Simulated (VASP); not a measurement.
# W8O in VASP: single point with RPBE

Aim: the single point of W8O with RPBE.

Program: VASP 6.6.1. These are calculated values, not measurements. Logs are shortened: lines on timing, memory, paths and dates and some standing lists are left out, and cuts for length are marked.

## (1) The cell of the first run

The cell holds a slab with vacuum, 9 atoms: a = 5.537 Å, b = 2.768 Å, c = 25.781 Å, α = 90.00°, β = 90.00°, γ = 109.47°.

## (2) Single point, RPBE

File INCAR:

```
  PREC = Accurate
  ENCUT = 520
  EDIFF = 1E-6
  ISMEAR = 0
  SIGMA = 0.1
  LREAL = False
  LASPH = True
  NELM = 120
  ALGO = Normal
  ISIF = 2
  LWAVE = False
  LCHARG = True
  LDIPOL = True
  IDIPOL = 3
  DIPOL = 0.5 0.5 0.481
  GGA = RP
  LELF = True
  LVHAR = True
  LVACPOTAV = True
  NBANDS = 69
  GGA_COMPAT = False
  NELMDL = -8
```

File KPOINTS:

```
regular mesh
0
Gamma
  6 11 1
```

File POSCAR:

```
W8O
1.0
    5.5366027616      0.0000000000      0.0000000000
   -0.9227671269      2.6099795717      0.0000000000
    0.0000000000      0.0000000000     25.7809258372
W O
8 1
Direct
    0.2500000000      0.5000000000      0.3297011153
    0.7500000000      0.5000000000      0.3297011153
    0.5000000000      0.0000000000      0.4173747941
    0.0000000000      0.0000000000      0.4173747941
    0.7529329711      0.4945716999      0.5046097490
    0.2512378148      0.4950506576      0.5060755620
   -0.0001685241      0.0070609898      0.5928239179
    0.5125413519     -0.0367978259      0.5906758886
    0.1974424187      0.6486628314      0.6379324171
```

Potentials or basis: VASP PAW PBE potentials, release 64 (W_sv, O).

Started as:

```console
> cat potpaw_PBE.64/W_sv/POTCAR potpaw_PBE.64/O/POTCAR > POTCAR
> mpirun -np 1 vasp_std > vasp.out
```

OUTCAR:

```text
PREC = Accurate
   ENCUT = 520
   EDIFF = 1E-6
   ISMEAR = 0
   LREAL = False
   LASPH = True
   NELM = 120
   ISIF = 2
   GGA = RP
   NELMDL = -8

 ion  position               nearest neighbor table
   1  0.250  0.500  0.330-   3 2.77   4 2.77   2 2.77   2 2.77   4 3.20   3 3.20   2 3.20   2 3.20

   2  0.750  0.500  0.330-   4 2.77   3 2.77   1 2.77   1 2.77   4 3.20   3 3.20   1 3.20   1 3.20

   3  0.500  0.000  0.417-   5 2.76   2 2.77   1 2.77   4 2.77   4 2.77   6 2.79   1 3.20   2 3.20
                             4 3.20   4 3.20   6 3.20   5 3.21
   4  0.000  0.000  0.417-   5 2.76   2 2.77   1 2.77   3 2.77   3 2.77   6 2.79   5 3.17   1 3.20
                             2 3.20   3 3.20   3 3.20   6 3.23
   5  0.753  0.495  0.505-   8 2.75   6 2.76   4 2.76   3 2.76   6 2.78   7 2.79   8 3.09   4 3.17
                             7 3.18   6 3.19   6 3.20   3 3.21
   6  0.251  0.495  0.506-   8 2.70   7 2.74   5 2.76   5 2.78   4 2.79   3 2.79   5 3.19   5 3.20
                             3 3.20   7 3.20   4 3.23   8 3.23
   7  1.000  0.007  0.593-   9 2.06   9 2.10   8 2.66   6 2.74   5 2.79   8 2.88   8 3.17   5 3.18
                             6 3.20   8 3.23
   8  0.513  0.963  0.591-   9 2.07   7 2.66   6 2.70   5 2.75   7 2.88   5 3.09   7 3.17   7 3.23
                             6 3.23
   9  0.197  0.649  0.638-   7 2.06   8 2.07   7 2.10

  Warning from LATTYP: Monoclinic adjustment (A1->A3, A2->A1, A3->A2)!
  Warning from LATTYP: Got some problem with cell dimensions!
  Tried to take original basis but could not verify dimensions!
  LATTYP: Found a simple monoclinic cell.
 ALAT       =     2.7683013808
 B/A-ratio  =     9.3129043014
 C/A-ratio  =     1.9148542155
 COS(beta)  =    -0.1740776560

  Lattice vectors:

 A1 = (  -0.9227671269,   2.6099795717,   0.0000000000)
 A2 = (   0.0000000000,   0.0000000000, -25.7809258372)
 A3 = (  -4.6138356347,  -2.6099795717,   0.0000000000)

Analysis of symmetry for initial positions (statically):
=====================================================================
 Subroutine PRICEL returns:
 Original cell was already a primitive cell.

 Routine SETGRP: Setting up the symmetry group for a
 simple monoclinic supercell.

 Subroutine GETGRP returns: Found  1 space group operations
 (whereof  1 operations were pure point group operations)
 out of a pool of  4 trial point group operations.

The static configuration has the point symmetry C_1 .

Analysis of symmetry for dynamics (positions and initial velocities):
=====================================================================
 Subroutine PRICEL returns:
 Original cell was already a primitive cell.

 Routine SETGRP: Setting up the symmetry group for a
 simple monoclinic supercell.

[... 136 lines left out ...]
   IMIX   =      4    mixing-type and parameters
     AMIX     =   0.40;   BMIX     =  1.00
     AMIX_MAG =   1.60;   BMIX_MAG =  1.00
  volume/ion in A,a.u.               =      41.39       279.34
  Fermi-wavevector in a.u.,A,eV,Ry     =   1.115944  2.108829 16.943765  1.245332
  Thomas-Fermi vector in A             =   2.252554
   LORBIT       =      0    0 simple, 1 ext, 2 COOP (PROOUT), +10 PAW based schemes
   GGA     = RP    functional components
   LHFCALC =     F    Hartree Fock is set to
   AEXX    =    0.0000 exact exchange contribution
   IVDW    =     0    specifies the selected vdW correction
   LEPSILON=     F    determine dielectric tensor
   LRPA    =     F    only Hartree local field effects (RPA)
 non-spin polarized calculation
 Gauss-broadening in eV      SIGMA  =   0.10
  energy-cutoff  :      520.00
  volume of cell :      372.55
 maximum number of plane-waves:     10099
 NGX is ok and might be reduce to    42
   NGX = 21   NGY = 11   NGZ = 95

 dipolmoment           0.000000      0.000000     -0.007367 electrons x Angstroem

 number of electron     118.0000004 magnetization

 dipolmoment           0.000000      0.000000      0.009571 electrons x Angstroem

 Free energy of the ion-electron system (eV)
  ---------------------------------------------------
  ext. energy  EPLUGINS =         0.00000000
  ---------------------------------------------------
  free energy    TOTEN  =      -102.26712049 eV

  energy without entropy =     -102.24033021  energy(sigma->0) =     -102.25372535

 E-fermi :   0.9820     XC(G=0):  -5.6550

 val. band max:        0.9587660983   @ k =  -0.3333   0.4545   0.0000
 cond. band min:       0.9820456624   @ k =   0.3333   0.4545   0.0000
 fundamental gap:      0.0232795641
 Fermi energy:         0.9820004283

 k-point     1 :       0.0000    0.0000    0.0000
  band No.  band energies     occupation
      1     -73.6008      2.00000
      2     -73.3715      2.00000
      3     -73.2766      2.00000
      4     -73.2154      2.00000
      5     -73.1967      2.00000
      6     -73.1555      2.00000
[... 1717 lines left out ...]
     68       3.5201      0.00000
     69       3.6373      0.00000

 [... further k-points ...]

------------------------ aborting loop because EDIFF is reached ----------------------------------------

  FORCE on cell =-STRESS in cart. coord.  units (eV):
  Direction    XX          YY          ZZ          XY          YZ          ZX
  --------------------------------------------------------------------------------------
  -------------------------------------------------------------------------------------
  Total       -4.9471535     -7.5338697     -2.5311554     -3.2469483     -0.0104237     -0.0244085
  in kB      -21.2758533    -32.4003500    -10.8855510    -13.9639077     -0.0448285     -0.1049717
  external PRESSURE =     -21.5205848 kB  Pullay stress =       0.0000000 kB

 VOLUME and BASIS-vectors are now :
 -----------------------------------------------------------------------------
  energy-cutoff  :      520.00
  volume of cell :      372.55
      direct lattice vectors                 reciprocal lattice vectors
     5.536602762  0.000000000  0.000000000     0.180616173  0.063857460  0.000000000
    -0.922767127  2.609979572  0.000000000     0.000000000  0.383144761  0.000000000
     0.000000000  0.000000000 25.780925837     0.000000000  0.000000000  0.038788366

 POSITION                                       TOTAL-FORCE (eV/Angst)
 -----------------------------------------------------------------------------------
      0.92277      1.30499      8.50000         0.025227     -0.039298      0.554161
      3.69107      1.30499      8.50000        -0.018230      0.036979      0.699294
      2.76830      0.00000     10.76031        -0.106446      0.109594     -0.639554
      0.00000      0.00000     10.76031         0.103754     -0.104915     -0.670278
      3.71232      1.29082     13.00931        -0.018296     -0.000931      0.005485
      0.93419      1.29207     13.04710         0.020288     -0.014046     -0.007729
      5.52915      0.01843     15.28355        -0.087248     -0.012322     -0.084638
      1.94893      2.51394     15.22817         0.065878      0.055723      0.002283
      0.49460      1.69300     16.44649         0.015073     -0.030783      0.140975
 -----------------------------------------------------------------------------------
    total drift:                               -0.000327     -0.000177     -0.000103

  FREE ENERGIE OF THE ION-ELECTRON SYSTEM (eV)
  ---------------------------------------------------
  free  energy   TOTEN  =      -102.2671204885 eV

  energy  without entropy=     -102.2403302071  energy(sigma->0) =     -102.25372535

 vacuum level on the upper side and lower side of the slab         5.950         5.830
```

Wall time 44 min (1 thread of Oxide Virtual Turin-like, shared host); peak memory 0.84 GiB.

Results:

| Property | Result |
| --- | --- |
| Free energy | -102.2671 eV |
| Largest force | 0.701 eV/Å |
| Band gap on the k mesh | zero (bands 59 and 60 overlap by 1.51 eV) |

Forces on the atoms (eV/Å):
```
W    0.025 -0.039  0.554
W   -0.018  0.037  0.699
W   -0.106  0.110 -0.640
W    0.104 -0.105 -0.670
W   -0.018 -0.001  0.005
W    0.020 -0.014 -0.008
W   -0.087 -0.012 -0.085
W    0.066  0.056  0.002
O    0.015 -0.031  0.141
```

Caveat: the PAW data sets were made with another functional, which shifts forces and pressure a little; spin-orbit coupling is left out, which moves the levels of the heavy elements.

The gap in the log of VASP goes by the Fermi energy; the results here count the filled bands.